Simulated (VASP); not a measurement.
# CdSnO2 (P6/mmm) in VASP: single point with PBE

Aim: the single point of CdSnO2 with PBE.

Everything below comes from runs of VASP 6.6.1. Logs are shortened: lines on timing, memory, paths and dates and some standing lists are left out, and cuts for length are marked.

## Step 1: The cell of the first run

The structure is hexagonal, space group P6/mmm (No. 191). The conventional cell has a = 3.714 Å, b = 3.714 Å, c = 7.930 Å, α = 90.00°, β = 90.00°, γ = 120.00°. Cd (site symmetry 6/mmm) has 2 O at 1.96 Å within 2.6 Å. Within 2.7 Å of Sn (site symmetry 6/mmm) lie 2 O at 2.00 Å. Within 2.6 Å of O (site symmetry 6mm) lie 1 Cd at 1.96 Å and 1 Sn at 2.00 Å.

## Step 2: Single point, PBE

INCAR reads:

```
SYSTEM = CdSnO2
PREC = Accurate
ENCUT = 600
EDIFF = 1E-6
ISMEAR = 0
SIGMA = 0.15
LREAL = .False.
LASPH = .True.
NELM = 120
ALGO = Normal
ISIF = 2
LWAVE = .False.
LCHARG = .False.
GGA = PE
NBANDS = 27
GGA_COMPAT = .False.
```

KPOINTS reads:

```
regular mesh
0
Gamma
  5 5 2
  0 0 0
```

POSCAR reads:

```
CdSnO2
1.0
    3.7137197111     -0.0000000032      0.0000000000
   -1.8568598528      3.2161756140      0.0000000000
    0.0000000000      0.0000000000      7.9297156232
Cd Sn O
1 1 2
Direct
    0.0000000000      0.0000000000      0.0000000000
    0.0000000000      0.0000000000      0.5000000000
    0.0000000000      0.0000000000      0.2472928146
    0.0000000000      0.0000000000      0.7527071854
```

Potentials or basis: VASP PAW PBE potentials, release 64 (Cd, Sn_d, O).

Run with:

```sh
$ cat potpaw_PBE.64/Cd/POTCAR potpaw_PBE.64/Sn_d/POTCAR potpaw_PBE.64/O/POTCAR > POTCAR
$ mpirun -np 1 vasp_std > vasp.out
```

OUTCAR:

```text
SYSTEM = CdSnO2
   PREC = Accurate
   ENCUT = 600
   EDIFF = 1E-6
   ISMEAR = 0
   LREAL = .False.
   LASPH = .True.
   NELM = 120
   ISIF = 2
   GGA = PE

 ion  position               nearest neighbor table
   1  0.000  0.000  0.000-   3 1.96   4 1.96
   2  0.000  0.000  0.500-   3 2.00   4 2.00
   3  0.000  0.000  0.247-   1 1.96   2 2.00
   4  0.000  0.000  0.753-   1 1.96   2 2.00

  LATTYP: Found a hexagonal cell.
 ALAT       =     3.7137197111
 C/A-ratio  =     2.1352488179

  Lattice vectors:

 A1 = (   3.7137197111,  -0.0000000032,   0.0000000000)
 A2 = (  -1.8568598528,   3.2161756140,   0.0000000000)
 A3 = (   0.0000000000,   0.0000000000,   7.9297156232)

Analysis of symmetry for initial positions (statically):
=====================================================================
 Subroutine PRICEL returns:
 Original cell was already a primitive cell.

 Routine SETGRP: Setting up the symmetry group for a
 hexagonal supercell.

 Subroutine GETGRP returns: Found 24 space group operations
 (whereof 24 operations were pure point group operations)
 out of a pool of 24 trial point group operations.

The static configuration has the point symmetry D_6h.

Analysis of symmetry for dynamics (positions and initial velocities):
=====================================================================
 Subroutine PRICEL returns:
 Original cell was already a primitive cell.

 Routine SETGRP: Setting up the symmetry group for a
 hexagonal supercell.

 Subroutine GETGRP returns: Found 24 space group operations
 (whereof 24 operations were pure point group operations)
 out of a pool of 24 trial point group operations.

The dynamic configuration has the point symmetry D_6h.

 Subroutine INISYM returns: Found 24 space group operations
 (whereof 24 operations are pure point group operations),
 and found     1 'primitive' translations

----------------------------------------------------------------------------------------

                                     Primitive cell

  volume of cell :      94.7123

  direct lattice vectors                    reciprocal lattice vectors
     3.713719711 -0.000000003  0.000000000     0.269271802  0.155464147  0.000000000
    -1.856859853  3.216175614  0.000000000     0.000000000  0.310928295  0.000000000
     0.000000000  0.000000000  7.929715623     0.000000000  0.000000000  0.126107927

  length of vectors
     3.713719711  3.713719711  7.929715623     0.310928295  0.310928295  0.126107927

  position of ions in fractional coordinates (direct lattice)
     0.000000000  0.000000000  0.000000000
     0.000000000  0.000000000  0.500000000
     0.000000000  0.000000000  0.247292815
     0.000000000  0.000000000  0.752707185

  ion indices of the primitive-cell ions
   primitive index   ion index
                 1           1
                 2           2
                 3           3
                 4           4

----------------------------------------------------------------------------------------

 KPOINTS: regular mesh

Automatic generation of k-mesh.
 Grid dimensions read from file:
 generate k-points for:    5    5    2

 Generating k-lattice:

  Cartesian coordinates                     Fractional coordinates (reciprocal lattice)
     0.053854360  0.031092829  0.000000000     0.200000000 -0.000000000  0.000000000
     0.000000000  0.062185659  0.000000000     0.000000000  0.200000000  0.000000000
     0.000000000  0.000000000  0.063053964     0.000000000  0.000000000  0.500000000

  Length of vectors
     0.062185659  0.062185659  0.063053964

  Shift w.r.t. Gamma in fractional coordinates (k-lattice)
     0.000000000  0.000000000  0.000000000

 Subroutine IBZKPT returns following result:
 ===========================================

 Found     10 irreducible k-points:

 Following reciprocal coordinates:
            Coordinates               Weight
  0.000000  0.000000  0.000000      1.000000
  0.200000  0.000000  0.000000      6.000000
  0.400000  0.000000  0.000000      6.000000
  0.200000  0.200000  0.000000      6.000000
  0.400000  0.200000  0.000000      6.000000
  0.000000  0.000000  0.500000      1.000000
  0.200000  0.000000  0.500000      6.000000
  0.400000  0.000000  0.500000      6.000000
  0.200000  0.200000  0.500000      6.000000
  0.400000  0.200000  0.500000      6.000000
   k-points           NKPTS =     10   k-points in BZ     NKDIM =     10   number of bands    NBANDS=     27
   number of dos      NEDOS =    301   number of ions     NIONS =      4
   total plane-waves  NPLWV =  57600
   dimension x,y,z NGX =    30 NGY =   30 NGZ =   64
   dimension x,y,z NGXF=    60 NGYF=   60 NGZF=  128
   ions per type =               1   1   2
   NGX,Y,Z   is equivalent  to a cutoff of  13.43, 13.43, 13.42 a.u.
   NGXF,Y,Z  is equivalent  to a cutoff of  26.86, 26.86, 26.84 a.u.
 SYSTEM =  CdSnO2
   PREC   = accura    normal or accurate (medium, high low for compatibility)
   ISTART =      0    job   : 0-new  1-cont  2-samecut
   ICHARG =      2    charge: 1-file 2-atom 10-const
   ISPIN  =      1    spin polarized calculation?
   LNONCOLLINEAR =      F non collinear calculations
   LSORBIT =      F    spin-orbit coupling
   LASPH  =      T    aspherical Exc in radial PAW
   ENCUT  =  600.0 eV  44.10 Ry    6.64 a.u.   7.42  7.42 15.84*2*pi/ulx,y,z
   NELM   =    120;   NELMIN=  2; NELMDL= -5     # of ELM steps
   EDIFF  = 0.1E-05   stopping-criterion for ELM
   LREAL  =      F    real-space projection
[... 7 lines left out ...]
   TEBEG  =    0.0;   TEEND  =   0.0 temperature during run
   PSTRESS=    0.0 pullay stress
   NELECT =      38.0000    total number of electrons
   NUPDOWN=      -1.0000    fix difference up-down
   EMIN   =  10.00;   EMAX   =-10.00  energy-range for DOS
   EFERMI =   0.00;   METHOD = LEGACY
   ISMEAR =     0;   SIGMA  =   0.15  broadening in eV -4-tet -1-fermi 0-gaus
   EFERMI_NEDOS =   21; number of points for ismear=-14 and -15
   IALGO  =     38    algorithm
   IMIX   =      4    mixing-type and parameters
     AMIX     =   0.40;   BMIX     =  1.00
     AMIX_MAG =   1.60;   BMIX_MAG =  1.00
  volume/ion in A,a.u.               =      23.68       159.79
  Fermi-wavevector in a.u.,A,eV,Ry     =   1.207445  2.281739 19.836238  1.457922
  Thomas-Fermi vector in A             =   2.343082
   LORBIT       =      0    0 simple, 1 ext, 2 COOP (PROOUT), +10 PAW based schemes
   GGA     = PE    functional components
   LHFCALC =     F    Hartree Fock is set to
   AEXX    =    0.0000 exact exchange contribution
   IVDW    =     0    specifies the selected vdW correction
   LEPSILON=     F    determine dielectric tensor
   LRPA    =     F    only Hartree local field effects (RPA)
 non-spin polarized calculation
 Gauss-broadening in eV      SIGMA  =   0.15
  energy-cutoff  :      600.00
  volume of cell :       94.71
 maximum number of plane-waves:      3193
 NGX is ok and might be reduce to    30
   NGX = 15   NGY = 15   NGZ = 31

 number of electron      38.0000010 magnetization

 Free energy of the ion-electron system (eV)
  ---------------------------------------------------
  ext. energy  EPLUGINS =         0.00000000
  ---------------------------------------------------
  free energy    TOTEN  =       -15.71482905 eV

  energy without entropy =      -15.69498115  energy(sigma->0) =      -15.70490510

 E-fermi :   1.3612     XC(G=0):  -8.5346

 val. band max:        1.3345834818   @ k =   0.4000   0.2000   0.0000
 cond. band min:       1.3881275993   @ k =   0.4000   0.0000   0.0000
 fundamental gap:      0.0535441174
 Fermi energy:         1.3612106218

 k-point     1 :       0.0000    0.0000    0.0000
  band No.  band energies     occupation
      1     -20.1937      2.00000
      2     -19.9863      2.00000
      3     -19.9863      2.00000
      4     -19.7244      2.00000
      5     -19.7244      2.00000
      6     -15.9418      2.00000
[... 19 lines left out ...]
     26      12.2320      0.00000
     27      12.2320      0.00000

 k-point     2 :       0.2000    0.0000    0.0000
  band No.  band energies     occupation
      1     -20.1857      2.00000
      2     -19.9875      2.00000
      3     -19.9680      2.00000
      4     -19.7323      2.00000
      5     -19.7264      2.00000
      6     -15.8949      2.00000
[... 19 lines left out ...]
     26      10.3538      0.00000
     27      10.8327      0.00000

 k-point     3 :       0.4000    0.0000    0.0000
  band No.  band energies     occupation
      1     -20.1735      2.00000
      2     -19.9890      2.00000
      3     -19.9383      2.00000
      4     -19.7449      2.00000
      5     -19.7295      2.00000
      6     -15.8179      2.00000
[... 19 lines left out ...]
     26       9.5992      0.00000
     27      10.6956      0.00000

 k-point     4 :       0.2000    0.2000    0.0000
  band No.  band energies     occupation
      1     -20.1751      2.00000
      2     -19.9828      2.00000
      3     -19.9505      2.00000
      4     -19.7405      2.00000
      5     -19.7309      2.00000
      6     -15.8329      2.00000
[... 19 lines left out ...]
     26      11.2457      0.00000
     27      11.7170      0.00000

 k-point     5 :       0.4000    0.2000    0.0000
  band No.  band energies     occupation
      1     -20.1686      2.00000
      2     -19.9757      2.00000
      3     -19.9440      2.00000
      4     -19.7444      2.00000
      5     -19.7349      2.00000
      6     -15.7951      2.00000
[... 19 lines left out ...]
     26      10.0987      0.00000
     27      11.7728      0.00000

 k-point     6 :       0.0000    0.0000    0.5000
  band No.  band energies     occupation
      1     -20.1844      2.00000
      2     -19.9863      2.00000
      3     -19.9863      2.00000
      4     -19.7244      2.00000
      5     -19.7244      2.00000
      6     -16.2728      2.00000
[... 19 lines left out ...]
     26      12.2612      0.00000
     27      12.2663      0.00000

 k-point     7 :       0.2000    0.0000    0.5000
  band No.  band energies     occupation
      1     -20.1764      2.00000
      2     -19.9875      2.00000
      3     -19.9680      2.00000
      4     -19.7323      2.00000
      5     -19.7264      2.00000
      6     -16.2407      2.00000
[... 19 lines left out ...]
     26      10.0141      0.00000
     27      10.7852      0.00000

 k-point     8 :       0.4000    0.0000    0.5000
  band No.  band energies     occupation
      1     -20.1644      2.00000
      2     -19.9889      2.00000
      3     -19.9383      2.00000
      4     -19.7449      2.00000
      5     -19.7295      2.00000
      6     -16.1883      2.00000
[... 19 lines left out ...]
     26       9.5264      0.00000
     27      10.3744      0.00000

 k-point     9 :       0.2000    0.2000    0.5000
  band No.  band energies     occupation
      1     -20.1660      2.00000
      2     -19.9828      2.00000
      3     -19.9505      2.00000
      4     -19.7405      2.00000
      5     -19.7309      2.00000
      6     -16.1984      2.00000
[... 19 lines left out ...]
     26       9.5950      0.00000
     27      11.3403      0.00000

 k-point    10 :       0.4000    0.2000    0.5000
  band No.  band energies     occupation
      1     -20.1594      2.00000
      2     -19.9757      2.00000
      3     -19.9441      2.00000
      4     -19.7444      2.00000
      5     -19.7349      2.00000
      6     -16.1721      2.00000
[... 19 lines left out ...]
     26      10.4722      0.00000
     27      10.9361      0.00000

------------------------ aborting loop because EDIFF is reached ----------------------------------------

  FORCE on cell =-STRESS in cart. coord.  units (eV):
  Direction    XX          YY          ZZ          XY          YZ          ZX
  --------------------------------------------------------------------------------------
  -------------------------------------------------------------------------------------
  Total        0.1927330      0.1927330      1.1235102     -0.0000000      0.0000000      0.0000000
  in kB        3.2603193      3.2603193     19.0055791     -0.0000000      0.0000000      0.0000000
  external PRESSURE =       8.5087392 kB  Pullay stress =       0.0000000 kB

 VOLUME and BASIS-vectors are now :
 -----------------------------------------------------------------------------
  energy-cutoff  :      600.00
  volume of cell :       94.71
      direct lattice vectors                 reciprocal lattice vectors
     3.713719711 -0.000000003  0.000000000     0.269271802  0.155464147  0.000000000
    -1.856859853  3.216175614  0.000000000     0.000000000  0.310928295  0.000000000
     0.000000000  0.000000000  7.929715623     0.000000000  0.000000000  0.126107927

 POSITION                                       TOTAL-FORCE (eV/Angst)
 -----------------------------------------------------------------------------------
      0.00000      0.00000      0.00000        -0.000000      0.000000      0.000000
      0.00000      0.00000      3.96486        -0.000000      0.000000      0.000000
      0.00000      0.00000      1.96096         0.000000      0.000000      0.264386
      0.00000      0.00000      5.96875        -0.000000     -0.000000     -0.264386
 -----------------------------------------------------------------------------------
    total drift:                                0.000000      0.000000      0.000000

  FREE ENERGIE OF THE ION-ELECTRON SYSTEM (eV)
  ---------------------------------------------------
  free  energy   TOTEN  =       -15.7148290459 eV

  energy  without entropy=      -15.6949811468  energy(sigma->0) =      -15.70490510
```

Wall time 26 s (1 thread of Intel Xeon Platinum 8559C (Emerald Rapids), shared host); peak memory 0.24 GiB.

What came out:

```yaml
Free_energy: -15.7148 eV
Pressure: 0.9 GPa
Largest_force: 0.264 eV/Å
Band_gap_on_the_k_mesh: zero (band 19 reaches 1.68 eV, above the bottom of band 20 at 1.33 eV)
```

Forces on the atoms (eV/Å):
```
Cd   0.000  0.000  0.000
Sn   0.000  0.000  0.000
O    0.000  0.000  0.264
O    0.000  0.000 -0.264
```

Levels at points of the mesh, in eV from the Fermi level:
```
           k point  band 16  band 17  band 18  band 19  band 20  band 21  band 22  band 23
(0.00, 0.00, 0.00)    -1.79    -1.79    -1.10    -1.10     2.35     3.96     6.11     6.11
(0.00, 0.00, 0.50)    -1.51    -1.40    -1.40    -1.37     0.59     5.64     6.19     6.21
```

Caveat: the k points lie up to 0.40 Å⁻¹ apart; spin-orbit coupling is left out, which moves the levels of the heavy elements.
